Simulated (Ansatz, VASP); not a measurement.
## One calculation of C, two programs

```
C
1.0
     4.04895    0.00000    0.00000
    -2.02447    3.50649    0.00000
     0.00000    0.00000    2.46109
C
6
Direct
  0.71739 0.05073 0.48578
  0.94927 0.66666 0.15245
  0.33334 0.28261 0.81911
  0.71740 0.66667 0.65245
  0.33333 0.05073 0.31912
  0.94927 0.28260 0.98578
```

Alike in both runs: functional PBE; k mesh 6 × 6 × 6; occupations gaussian, width 0.1 eV; no spin polarisation.

Ansatz relaxed the structure, and its values are those at the end. VASP's run is a single point on that final structure, the one shown.

```csv
,VASP,Ansatz
version,VASP 6.6.1,Ansatz 0.2.0
potentials or method,"VASP PAW PBE potentials, release 64 (C), cutoff 520 eV","scalar-relativistic, plane waves, PAW"
valence electrons in the cell,24,24
```

VASP gave:

- gap on the k mesh at the Fermi level (eV): 2.19
- least direct gap on the mesh (eV): 4.93
- pressure (GPa): 0.7
- rms of the force components (eV/Å): 0.017

Which values does Ansatz return?

gap on the k mesh at the Fermi level (eV): 2.21; least direct gap on the mesh (eV): 4.94; pressure (GPa): 0.2; rms of the force components (eV/Å): 0.006.

The k mesh is coarse, so the values compare programs but aren't converged.
